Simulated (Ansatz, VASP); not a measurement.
## Two plane-wave programs on Mg5ZnS6

```
CELL_PARAMETERS angstrom
3.68453 0.00000 0.00000
0.00000 3.68453 0.00000
0.00000 0.00000 15.62816
ATOMIC_POSITIONS crystal
Mg 0.50000 0.50000 0.16435
Mg 0.00000 0.00000 0.33237
Mg 0.50000 0.50000 0.50000
Mg 0.00000 0.00000 0.66763
Mg 0.50000 0.50000 0.83565
Zn 0.00000 0.00000 0.00000
S 0.00000 0.00000 0.16375
S 0.50000 0.50000 0.33232
S 0.00000 0.00000 0.50000
S 0.50000 0.50000 0.66768
S 0.00000 0.00000 0.83625
S 0.50000 0.50000 0.00000
```

Alike in both runs: functional PBE; k mesh 8 × 8 × 2; occupations gaussian, width 0.02 eV; no spin polarisation.

Ansatz relaxed the structure, and its values are those at the end. VASP's run is a single point on that final structure, the one shown.

|  | VASP | Ansatz |
| --- | --- | --- |
| version | VASP 6.6.1 | Ansatz 0.2.0 |
| potentials or method | VASP PAW PBE potentials, release 64 (Mg, Zn, S), cutoff 520 eV | scalar-relativistic, plane waves, PAW |
| valence electrons in the cell | 58 | 98 |

|  | VASP | Ansatz | Ansatz less VASP |
| --- | --- | --- | --- |
| gap on the k mesh at the Fermi level (eV) | 1.25 | 1.26 | +0.007 |
| least direct gap on the mesh (eV) | 1.76 | 1.76 | +0.008 |
| pressure (GPa) | -0.2 | 0.0 | +0.23 |
| rms of the force components (eV/Å) | 0.003 | 0.001 | -0.0028 |

VASP's potentials hold 58 valence electrons a cell and Ansatz's 98, so a difference there can come from the potentials and not from the codes.
